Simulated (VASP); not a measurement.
Wanted: the native input for a VASP 6.6.1 run.

| Item | Value |
| --- | --- |
| Task | single point |
| Functional | PBEsol |
| Dispersion | D4 |
| Potentials or basis | VASP PAW PBE potentials, release 64 (Sn_d, O) |
| Cutoff | 520 eV |
| k mesh | 7 × 7 × 6 |
| Occupations | fermi-dirac, width 0.05 eV |
| Spin | no spin polarisation |
| Dipole correction | no |
| Further INCAR settings | ALGO = Normal; EDIFF = 1e-06; NBANDS = 28 |

The structure of SnO lies in POSCAR:

```
SnO
1.0
    3.8136952200      0.0000000000      0.0000000000
    0.0000000000      3.8136952200      0.0000000000
    0.0000000000      0.0000000000      4.8869133000
Sn O
2 2
Direct
    0.5000000000      0.0000000000      0.7646261400
    0.0000000000      0.5000000000      0.2353738600
    0.0000000000      0.0000000000      0.0000000000
    0.5000000000      0.5000000000      0.0000000000
```

These files were run (other wordings do the same):

INCAR

```
PREC = Accurate
ENCUT = 520
EDIFF = 1E-6
ISMEAR = -1
SIGMA = 0.05
LREAL = False
LASPH = True
NELM = 60
ALGO = Normal
ISIF = 2
LWAVE = False
LCHARG = False
GGA = PS
IVDW = 13
NBANDS = 28
```

KPOINTS

```
regular mesh
0
Gamma
  7 7 6
```

Potentials or basis: VASP PAW PBE potentials, release 64 (Sn_d, O).

Launch:

```sh
$ cat potpaw_PBE.64/Sn_d/POTCAR potpaw_PBE.64/O/POTCAR > POTCAR
$ mpirun -np 1 vasp_std > vasp.out
```

Results of the run:

```yaml
Pressure: -1.6 GPa
Largest_force: 0.163 eV/Å
Band_gap_on_the_k_mesh: 0.37 eV, indirect (least direct gap 1.96 eV)
Dispersion_energy_per_atom: -0.154 eV
```

Caveat: the PAW data sets were made with another functional, which shifts forces and pressure a little; spin-orbit coupling is left out, which moves the levels of the heavy elements.

Run time: 46 s on 1 thread of Intel(R) Xeon(R) Platinum 8375C CPU @ 2.90GHz (Ice Lake), on a shared host, peak memory 0.21 GiB.
